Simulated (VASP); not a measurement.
Wanted: the native input for a VASP 6.6.1 run.

| Quantity | Value |
| --- | --- |
| Task | single point |
| Functional | r2SCAN |
| Potentials or basis | VASP PAW PBE potentials, release 64 (Sn_d) |
| Cutoff | 520 eV |
| k mesh | 3 × 3 × 3 |
| Occupations | gaussian, width 0.1 eV |
| Spin | no spin polarisation |
| Dipole correction | no |
| Further INCAR settings | ALGO = Normal; EDIFF = 1e-06; NBANDS = 96 |

Crystal: Sn.

```xyz
12
Lattice="4.2476 2.4524 7.2439 -4.2476 2.4524 7.2439 0.0000 -4.9048 7.2439" Properties=species:S:1:pos:R:3 pbc="T T T"
Sn   -2.7330    1.5779    4.8823
Sn    0.0000   -3.1558    4.8823
Sn    2.7330    1.5779    4.8823
Sn    2.7330   -1.5779   16.8495
Sn   -2.7330   -1.5779   16.8495
Sn    0.0000    3.1558   16.8495
Sn   -1.7391    1.0041    7.7725
Sn    0.0000   -2.0081    7.7725
Sn    1.7391    1.0041    7.7725
Sn    1.7391   -1.0041   13.9594
Sn   -1.7391   -1.0041   13.9594
Sn    0.0000    2.0081   13.9594
```

One way to write it, as run:

POSCAR

```
Sn
1.0
    4.2476406151      2.4523764526      7.2439354881
   -4.2476406151      2.4523764526      7.2439354881
    0.0000000000     -4.9047529050      7.2439354881
Sn
12
Direct
    0.0101900000      0.6536100000      0.0101900000
    0.0101900000      0.0101900000      0.6536100000
    0.6536100000      0.0101900000      0.0101900000
    0.9898100000      0.3463900000      0.9898100000
    0.3463900000      0.9898100000      0.9898100000
    0.9898100000      0.9898100000      0.3463900000
    0.2211800000      0.6306000000      0.2211800000
    0.2211800000      0.2211800000      0.6306000000
    0.6306000000      0.2211800000      0.2211800000
    0.7788200000      0.3694000000      0.7788200000
    0.3694000000      0.7788200000      0.7788200000
    0.7788200000      0.7788200000      0.3694000000
```

INCAR.step1

```
PREC     = Accurate       # precision mode
ENCUT    = 520            # plane-wave cutoff, eV
ISMEAR   = 0              # smearing method
SIGMA    = 0.1            # smearing width, eV
LREAL    = F              # projectors in reciprocal space
LASPH    = T              # aspherical terms in the spheres
NELM     = 80             # most SCF steps
NBANDS   = 96             # bands
GGA      = PE             # functional
ALGO     = Normal         # electronic algorithm
EDIFF    = 1E-4           # SCF threshold, eV
LWAVE    = T              # write WAVECAR
LCHARG   = F              # write CHGCAR
KPAR     = 4
```

INCAR.step2

```
PREC     = Accurate       # precision mode
ENCUT    = 520            # plane-wave cutoff, eV
EDIFF    = 1E-6           # SCF threshold, eV
ISMEAR   = 0              # smearing method
SIGMA    = 0.1            # smearing width, eV
LREAL    = F              # projectors in reciprocal space
LASPH    = T              # aspherical terms in the spheres
NELM     = 80             # most SCF steps
ALGO     = Normal         # electronic algorithm
ISIF     = 2              # what is computed and relaxed
LWAVE    = F              # write WAVECAR
LCHARG   = F              # write CHGCAR
METAGGA  = R2SCAN         # meta-GGA
LMIXTAU  = T            
NBANDS   = 96             # bands
ISTART   = 1            
KPAR     = 4
```

KPOINTS

```
regular mesh
0
Gamma
  3 3 3
```

Potentials or basis: VASP PAW PBE potentials, release 64 (Sn_d).

Command:

```sh
$ cat potpaw_PBE.64/Sn_d/POTCAR > POTCAR
$ cp INCAR.step1 INCAR
$ mpirun -np 4 vasp_std > vasp.out
$ cp INCAR.step2 INCAR
$ mpirun -np 4 vasp_std > vasp.out
```

It gave:

```json
{"Pressure": "1.4 GPa", "Largest force": "0.658 eV/Å", "Band gap on the k mesh": "zero (bands 84 and 85 overlap by 0.35 eV)"}
```

Caveat: the PAW data sets were made with another functional, which shifts forces and pressure a little; spin-orbit coupling is left out, which moves the levels of the heavy elements.

Wall time 11 min on 4 MPI ranks on Intel(R) Xeon(R) Platinum 8259CL CPU @ 2.50GHz (Skylake/Cascade Lake) (shared host), peak memory 0.84 GiB a rank.
